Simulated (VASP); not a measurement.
# BeTe (F-43m) in VASP: notebook

Aim: see how the results for BeTe move with the level of theory and the settings. Levels: PBEsol, PBE+D3(BJ). Tasks: single point.

Program: VASP 6.6.1. These are calculated values, not measurements. Logs are shortened: lines on timing, memory, paths and dates and some standing lists are left out, and cuts for length are marked.

### 1 The cell of the first run

The structure is cubic, space group F-43m (No. 216). The conventional cell has a = 5.568 Å, b = 5.568 Å, c = 5.568 Å, α = 90.00°, β = 90.00°, γ = 90.00°. Within 3.2 Å of Be (site symmetry -43m) lie 4 Te at 2.41 Å. Within 3.2 Å of Te (site symmetry -43m) lie 4 Be at 2.41 Å.

### 2 Single point, PBEsol (volume scaled by 0.98)

Contents of INCAR:

```
SYSTEM = BeTe
PREC = Accurate ; ENCUT = 600
EDIFF = 1E-6 ; ISMEAR = 0
SIGMA = 0.05 ; LREAL = .FALSE.
LASPH = .TRUE. ; NELM = 120
ALGO = Normal ; ISIF = 2
LWAVE = .FALSE. ; LCHARG = .FALSE.
GGA = PS ; NBANDS = 11
GGA_COMPAT = .FALSE.
```

Contents of KPOINTS:

```
regular mesh
0
G
  8 8 8
  0 0 0
```

Contents of POSCAR:

```
BeTe
1.0
    0.0000000000      2.7837566166      2.7837566166
    2.7837566166      0.0000000000      2.7837566166
    2.7837566166      2.7837566166      0.0000000000
Be Te
1 1
Direct
    0.0000000000      0.0000000000      0.0000000000
    0.7500000000      0.7500000000      0.7500000000
```

Potentials or basis: VASP PAW PBE potentials, release 64 (Be, Te).

Started as:

```
cat potpaw_PBE.64/Be/POTCAR potpaw_PBE.64/Te/POTCAR > POTCAR
mpirun -np 1 vasp_std > vasp.out
```

OUTCAR:

```text
SYSTEM = BeTe
   PREC = Accurate
   ENCUT = 600
   EDIFF = 1E-6
   ISMEAR = 0
   LREAL = .FALSE.
   LASPH = .TRUE.
   NELM = 120
   ISIF = 2
   GGA = PS

 ion  position               nearest neighbor table
   1  0.000  0.000  0.000-   2 2.41   2 2.41   2 2.41   2 2.41
   2  0.750  0.750  0.750-   1 2.41   1 2.41   1 2.41   1 2.41

  LATTYP: Found a face centered cubic cell.
 ALAT       =     5.5675132332

  Lattice vectors:

 A1 = (   0.0000000000,   2.7837566166,   2.7837566166)
 A2 = (   2.7837566166,   0.0000000000,   2.7837566166)
 A3 = (   2.7837566166,   2.7837566166,   0.0000000000)

Analysis of symmetry for initial positions (statically):
=====================================================================
 Subroutine PRICEL returns:
 Original cell was already a primitive cell.

 Routine SETGRP: Setting up the symmetry group for a
 face centered cubic supercell.

 Subroutine GETGRP returns: Found 24 space group operations
 (whereof 24 operations were pure point group operations)
 out of a pool of 48 trial point group operations.

The static configuration has the point symmetry T_d .

Analysis of symmetry for dynamics (positions and initial velocities):
=====================================================================
 Subroutine PRICEL returns:
 Original cell was already a primitive cell.

 Routine SETGRP: Setting up the symmetry group for a
 face centered cubic supercell.

 Subroutine GETGRP returns: Found 24 space group operations
 (whereof 24 operations were pure point group operations)
 out of a pool of 48 trial point group operations.

The dynamic configuration has the point symmetry T_d .

 Subroutine INISYM returns: Found 24 space group operations
 (whereof 24 operations are pure point group operations),
 and found     1 'primitive' translations

----------------------------------------------------------------------------------------

                                     Primitive cell

  volume of cell :      43.1443

  direct lattice vectors                    reciprocal lattice vectors
     0.000000000  2.783756617  2.783756617    -0.179613403  0.179613403  0.179613403
     2.783756617  0.000000000  2.783756617     0.179613403 -0.179613403  0.179613403
     2.783756617  2.783756617  0.000000000     0.179613403  0.179613403 -0.179613403

  length of vectors
     3.936826362  3.936826362  3.936826362     0.311099540  0.311099540  0.311099540

  position of ions in fractional coordinates (direct lattice)
     0.000000000  0.000000000  0.000000000
     0.750000000  0.750000000  0.750000000

  ion indices of the primitive-cell ions
   primitive index   ion index
                 1           1
                 2           2

----------------------------------------------------------------------------------------

 KPOINTS: regular mesh

Automatic generation of k-mesh.
 Grid dimensions read from file:
 generate k-points for:    8    8    8

 Generating k-lattice:

  Cartesian coordinates                     Fractional coordinates (reciprocal lattice)
    -0.022451675  0.022451675  0.022451675     0.125000000  0.000000000  0.000000000
     0.022451675 -0.022451675  0.022451675     0.000000000  0.125000000  0.000000000
     0.022451675  0.022451675 -0.022451675     0.000000000  0.000000000  0.125000000

  Length of vectors
     0.038887443  0.038887443  0.038887443

  Shift w.r.t. Gamma in fractional coordinates (k-lattice)
     0.000000000  0.000000000  0.000000000

 Subroutine IBZKPT returns following result:
 ===========================================

 Found     29 irreducible k-points:

 Following reciprocal coordinates:
            Coordinates               Weight
  0.000000  0.000000  0.000000      1.000000
  0.125000  0.000000  0.000000      8.000000
  0.250000  0.000000  0.000000      8.000000
  0.375000  0.000000  0.000000      8.000000
  0.500000  0.000000  0.000000      4.000000
  0.125000  0.125000  0.000000      6.000000
[... 16 lines left out ...]
  0.500000  0.250000  0.125000     48.000000
 -0.375000  0.250000  0.125000     24.000000
 [... further k-points ...]
   k-points           NKPTS =     29   k-points in BZ     NKDIM =     29   number of bands    NBANDS=     11
   number of dos      NEDOS =    301   number of ions     NIONS =      2
   total plane-waves  NPLWV =  32768
   dimension x,y,z NGX =    32 NGY =   32 NGZ =   32
   dimension x,y,z NGXF=    64 NGYF=   64 NGZF=   64
   ions per type =               1   1
   NGX,Y,Z   is equivalent  to a cutoff of  13.51, 13.51, 13.51 a.u.
   NGXF,Y,Z  is equivalent  to a cutoff of  27.03, 27.03, 27.03 a.u.
 SYSTEM =  BeTe
   PREC   = accura    normal or accurate (medium, high low for compatibility)
   ISTART =      0    job   : 0-new  1-cont  2-samecut
   ICHARG =      2    charge: 1-file 2-atom 10-const
   ISPIN  =      1    spin polarized calculation?
   LNONCOLLINEAR =      F non collinear calculations
   LSORBIT =      F    spin-orbit coupling
   LASPH  =      T    aspherical Exc in radial PAW
   ENCUT  =  600.0 eV  44.10 Ry    6.64 a.u.   7.86  7.86  7.86*2*pi/ulx,y,z
   NELM   =    120;   NELMIN=  2; NELMDL= -5     # of ELM steps
   EDIFF  = 0.1E-05   stopping-criterion for ELM
   LREAL  =      F    real-space projection
   EDIFFG = 0.1E-04   stopping-criterion for IOM
   NSW    =      0    number of steps for IOM
   IBRION =     -1    ionic relax: 0-MD 1-quasi-New 2-CG
   NFREE  =      0    steps in history (QN), initial steepest desc. (CG)
   ISIF   =      2    stress and relaxation
   ISYM   =      2    0-nonsym 1-usesym 2-fastsym
   POTIM  = 0.5000    time-step for ionic-motion
   TEBEG  =    0.0;   TEEND  =   0.0 temperature during run
   PSTRESS=    0.0 pullay stress
   NELECT =       8.0000    total number of electrons
   NUPDOWN=      -1.0000    fix difference up-down
   EMIN   =  10.00;   EMAX   =-10.00  energy-range for DOS
   EFERMI =   0.00;   METHOD = LEGACY
   ISMEAR =     0;   SIGMA  =   0.05  broadening in eV -4-tet -1-fermi 0-gaus
   EFERMI_NEDOS =   21; number of points for ismear=-14 and -15
   IALGO  =     38    algorithm
   IMIX   =      4    mixing-type and parameters
     AMIX     =   0.40;   BMIX     =  1.00
     AMIX_MAG =   1.60;   BMIX_MAG =  1.00
  volume/ion in A,a.u.               =      21.57       145.58
  Fermi-wavevector in a.u.,A,eV,Ry     =   0.933534  1.764124 11.857288  0.871486
  Thomas-Fermi vector in A             =   2.060246
   LORBIT       =      0    0 simple, 1 ext, 2 COOP (PROOUT), +10 PAW based schemes
   GGA     = PS    functional components
   LHFCALC =     F    Hartree Fock is set to
   AEXX    =    0.0000 exact exchange contribution
   IVDW    =     0    specifies the selected vdW correction
   LEPSILON=     F    determine dielectric tensor
   LRPA    =     F    only Hartree local field effects (RPA)
 non-spin polarized calculation
 Gauss-broadening in eV      SIGMA  =   0.05
  energy-cutoff  :      600.00
  volume of cell :       43.14
 maximum number of plane-waves:      1459
   NGX = 15   NGY = 15   NGZ = 15

 number of electron       8.0000000 magnetization

 Free energy of the ion-electron system (eV)
  ---------------------------------------------------
  ext. energy  EPLUGINS =         0.00000000
  ---------------------------------------------------
  free energy    TOTEN  =        -8.21106629 eV

  energy without entropy =       -8.21106629  energy(sigma->0) =       -8.21106629

 E-fermi :   5.6286     XC(G=0):  -9.3390

 val. band max:        5.3959047391   @ k =   0.0000   0.0000   0.0000
 cond. band min:       7.1625311969   @ k =   0.5000   0.5000   0.0000
 fundamental gap:      1.7666264578
 Fermi energy:         5.6285966475

 k-point     1 :       0.0000    0.0000    0.0000
  band No.  band energies     occupation
      1      -7.1702      2.00000
      2       5.3959      2.00000
      3       5.3959      2.00000
      4       5.3959      2.00000
      5       8.9646      0.00000
      6       8.9646      0.00000
      7       8.9646      0.00000
      8       9.3802      0.00000
      9      13.6391      0.00000
     10      15.7114      0.00000
     11      15.7114      0.00000

 k-point     2 :       0.1250    0.0000    0.0000
  band No.  band energies     occupation
      1      -7.0146      2.00000
      2       4.0212      2.00000
      3       5.1442      2.00000
      4       5.1442      2.00000
      5       8.9494      0.00000
      6       9.3264      0.00000
      7       9.3264      0.00000
      8      10.6606      0.00000
      9      14.0553      0.00000
     10      14.6901      0.00000
     11      14.6901      0.00000

 k-point     3 :       0.2500    0.0000    0.0000
  band No.  band energies     occupation
      1      -6.5830      2.00000
      2       1.9299      2.00000
      3       4.6811      2.00000
      4       4.6811      2.00000
      5       8.7444      0.00000
      6       9.8674      0.00000
      7       9.8674      0.00000
      8      12.5444      0.00000
      9      14.3682      0.00000
     10      14.4091      0.00000
     11      14.4091      0.00000

 k-point     4 :       0.3750    0.0000    0.0000
  band No.  band energies     occupation
      1      -6.0272      2.00000
      2       0.2693      2.00000
      3       4.3286      2.00000
      4       4.3286      2.00000
      5       8.5811      0.00000
      6       9.9784      0.00000
      7       9.9784      0.00000
      8      13.1279      0.00000
      9      15.2607      0.00000
     10      15.5102      0.00000
     11      15.5102      0.00000
[... 239 lines left out ...]
 k-point    22 :       0.3750    0.2500    0.1250
  band No.  band energies     occupation
      1      -6.2249      2.00000
      2       1.6877      2.00000
      3       3.0137      2.00000
      4       4.0982      2.00000
      5       8.9220      0.00000
      6      10.3449      0.00000
      7      10.6863      0.00000
      8      11.7564      0.00000
      9      14.5404      0.00000
     10      15.9780      0.00000
     11      16.6475      0.00000

 k-point    23 :       0.5000    0.2500    0.1250
  band No.  band energies     occupation
      1      -5.7289      2.00000
      2       0.5717      2.00000
      3       2.4632      2.00000
      4       3.6125      2.00000
      5       9.3759      0.00000
      6      10.0762      0.00000
      7      11.3285      0.00000
      8      12.3814      0.00000
      9      15.2930      0.00000
     10      15.8040      0.00000
     11      17.7059      0.00000

 k-point    24 :      -0.3750    0.2500    0.1250
  band No.  band energies     occupation
      1      -5.4751      2.00000
      2       0.0425      2.00000
      3       2.3562      2.00000
      4       3.3748      2.00000
      5       9.5259      0.00000
      6       9.7729      0.00000
      7      12.1605      0.00000
      8      13.2239      0.00000
      9      13.8783      0.00000
     10      17.0065      0.00000
     11      17.3428      0.00000

 [... further k-points ...]

------------------------ aborting loop because EDIFF is reached ----------------------------------------

  FORCE on cell =-STRESS in cart. coord.  units (eV):
  Direction    XX          YY          ZZ          XY          YZ          ZX
  --------------------------------------------------------------------------------------
  -------------------------------------------------------------------------------------
  Total        0.4131273      0.4131273      0.4131273     -0.0000000      0.0000000      0.0000000
  in kB       15.3416015     15.3416015     15.3416015     -0.0000000      0.0000000      0.0000000
  external PRESSURE =      15.3416015 kB  Pullay stress =       0.0000000 kB

 VOLUME and BASIS-vectors are now :
 -----------------------------------------------------------------------------
  energy-cutoff  :      600.00
  volume of cell :       43.14
      direct lattice vectors                 reciprocal lattice vectors
     0.000000000  2.783756617  2.783756617    -0.179613403  0.179613403  0.179613403
     2.783756617  0.000000000  2.783756617     0.179613403 -0.179613403  0.179613403
     2.783756617  2.783756617  0.000000000     0.179613403  0.179613403 -0.179613403

 POSITION                                       TOTAL-FORCE (eV/Angst)
 -----------------------------------------------------------------------------------
      0.00000      0.00000      0.00000         0.000000      0.000000      0.000000
      4.17563      4.17563      4.17563        -0.000000     -0.000000     -0.000000
 -----------------------------------------------------------------------------------
    total drift:                               -0.000000     -0.000000     -0.000000

  FREE ENERGIE OF THE ION-ELECTRON SYSTEM (eV)
  ---------------------------------------------------
  free  energy   TOTEN  =        -8.2110662870 eV

  energy  without entropy=       -8.2110662870  energy(sigma->0) =       -8.21106629
```

Run time: 7.3 s. Hardware: 1 thread of Intel Xeon 6975P-C (Granite Rapids), shared host; peak memory 0.17 GiB.

Results:

- Free energy: -8.2111 eV
- Pressure: 1.5 GPa
- Band gap on the k mesh: 1.77 eV, indirect (least direct gap 3.57 eV)

Caveat: the PAW data sets were made with another functional, which shifts forces and pressure a little; spin-orbit coupling is left out, which moves the levels of the heavy elements.

(Continued in part 2 of 2.)
